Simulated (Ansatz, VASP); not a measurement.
**Zr7NbO16: VASP beside Ansatz**

INCAR

```
PREC     = Accurate       # precision mode
ENCUT    = 520            # plane-wave cutoff, eV
EDIFF    = 1E-6           # SCF threshold, eV
ISMEAR   = 0              # smearing method
SIGMA    = 0.05           # smearing width, eV
LREAL    = Auto         
LASPH    = T              # aspherical terms in the spheres
NELM     = 60             # most SCF steps
ALGO     = Fast           # electronic algorithm
ISIF     = 2              # what is computed and relaxed
LWAVE    = F              # write WAVECAR
LCHARG   = F              # write CHGCAR
GGA      = PS             # functional
NBANDS   = 114            # bands
```

File KPOINTS:

```
regular mesh
0
Gamma
  3 3 3
```

POSCAR

```
Zr7NbO16
1.0
   10.2840800000      0.0000000000      0.0000000000
    5.1420400000      5.2086900000      0.0000000000
    4.2956000000      0.0000000000      5.2419900000
Nb Zr O
1 7 16
Direct
    0.0090328851      0.0483750134      0.2062410786
    0.5118237272      0.0437434749      0.2100814449
    0.9457565267      0.5430010800      0.2913386394
    0.4409920416      0.5487734255      0.2886601151
    0.4863874780      0.9576342746      0.7913752900
    0.9879414392      0.9575066194      0.7893634639
    0.5547634383      0.4570463125      0.7093775564
    0.0544069818      0.4590955754      0.7098714423
    0.6980256963      0.3294884114      0.3457305429
    0.1947292441      0.3250306209      0.3516617839
    0.9816141346      0.8247327537      0.1536825455
    0.4786190139      0.8278760575      0.1506204430
    0.8044306973      0.6656095806      0.6555416158
    0.3048360301      0.6707400705      0.6497360915
    0.5232639288      0.1713894448      0.8484327782
    0.0286204552      0.1641806123      0.8524763146
    0.6072059739      0.7581795213      0.4780813700
    0.1027301527      0.7581402687      0.4772945599
    0.1349656596      0.2554703890      0.0220184852
    0.6359367529      0.2587908133      0.0205218169
    0.8932348987      0.2411880167      0.5190916438
    0.3925149846      0.2451392913      0.5213671384
    0.3616196716      0.7453122111      0.9786987752
    0.8665481877      0.7435561613      0.9787350644
```

Input for Ansatz:

```yaml
crystal:
  lattice:
    - [10.28408, 0.0, 0.0]
    - [5.14204, 5.20869, 0.0]
    - [4.2956, 0.0, 5.24199]
  atoms:
    - { symbol: Nb, position: [0.0090328851, 0.0483750134, 0.2062410786] }
    - { symbol: Zr, position: [0.5118237272, 0.0437434749, 0.2100814449] }
    - { symbol: Zr, position: [0.9457565267, 0.54300108, 0.2913386394] }
    - { symbol: Zr, position: [0.4409920416, 0.5487734255, 0.2886601151] }
    - { symbol: Zr, position: [0.486387478, 0.9576342746, 0.79137529] }
    - { symbol: Zr, position: [0.9879414392, 0.9575066194, 0.7893634639] }
    - { symbol: Zr, position: [0.5547634383, 0.4570463125, 0.7093775564] }
    - { symbol: Zr, position: [0.0544069818, 0.4590955754, 0.7098714423] }
    - { symbol: O, position: [0.6980256963, 0.3294884114, 0.3457305429] }
    - { symbol: O, position: [0.1947292441, 0.3250306209, 0.3516617839] }
    - { symbol: O, position: [0.9816141346, 0.8247327537, 0.1536825455] }
    - { symbol: O, position: [0.4786190139, 0.8278760575, 0.150620443] }
    - { symbol: O, position: [0.8044306973, 0.6656095806, 0.6555416158] }
    - { symbol: O, position: [0.3048360301, 0.6707400705, 0.6497360915] }
    - { symbol: O, position: [0.5232639288, 0.1713894448, 0.8484327782] }
    - { symbol: O, position: [0.0286204552, 0.1641806123, 0.8524763146] }
    - { symbol: O, position: [0.6072059739, 0.7581795213, 0.47808137] }
    - { symbol: O, position: [0.1027301527, 0.7581402687, 0.4772945599] }
    - { symbol: O, position: [0.1349656596, 0.255470389, 0.0220184852] }
    - { symbol: O, position: [0.6359367529, 0.2587908133, 0.0205218169] }
    - { symbol: O, position: [0.8932348987, 0.2411880167, 0.5190916438] }
    - { symbol: O, position: [0.3925149846, 0.2451392913, 0.5213671384] }
    - { symbol: O, position: [0.3616196716, 0.7453122111, 0.9786987752] }
    - { symbol: O, position: [0.8665481877, 0.7435561613, 0.9787350644] }
basis:
  ecutwfc: 420
  ecutrho_ratio: 4
kpoints:
  mp_grid: { grid: [3, 3, 3] }
hamiltonian:
  xc: pbesol
scf:
  occupations: { method: gaussian, width: 0.05 }
  lower_state_search: "off"
  max_iter: 150
output:
  forces: true
  stress: true
  eigenvalues: true
  populations: true
  hubbard: { sites: [{ site: 0, l: d }] }
```

Alike in both runs: task single point; functional PBEsol; k mesh 3 × 3 × 3; occupations gaussian, width 0.05 eV; no spin polarisation.

|  | VASP | Ansatz |
| --- | --- | --- |
| version | VASP 6.6.1 | Ansatz 0.2.0 |
| potentials or method | VASP PAW PBE potentials, release 64 (Nb_sv, Zr_sv, O), cutoff 520 eV | scalar-relativistic, plane waves, PAW |
| valence electrons in the cell | 193 | 193 |

Ansatz gave:

| Quantity | Value |
| --- | --- |
| gap on the k mesh at the Fermi level (eV) | none |
| pressure (GPa) | -3.1 |
| traceless stress, the component that is largest in VASP (GPa) | -1.70 |
| rms of the force components (eV/Å) | 0.136 |

Question: Which values does VASP return?

Answer: gap on the k mesh at the Fermi level (eV): none; pressure (GPa): -2.9; traceless stress, the component that is largest in VASP (GPa): -1.66; rms of the force components (eV/Å): 0.145.

VASP's potentials were made for PBE, not for PBEsol. Atom by atom the forces differ by 0.013 eV/Å (rms over components). A gap of «none» marks a metal or a gap that the smearing closes.

The k mesh is coarse, so the values compare programs but aren't converged.
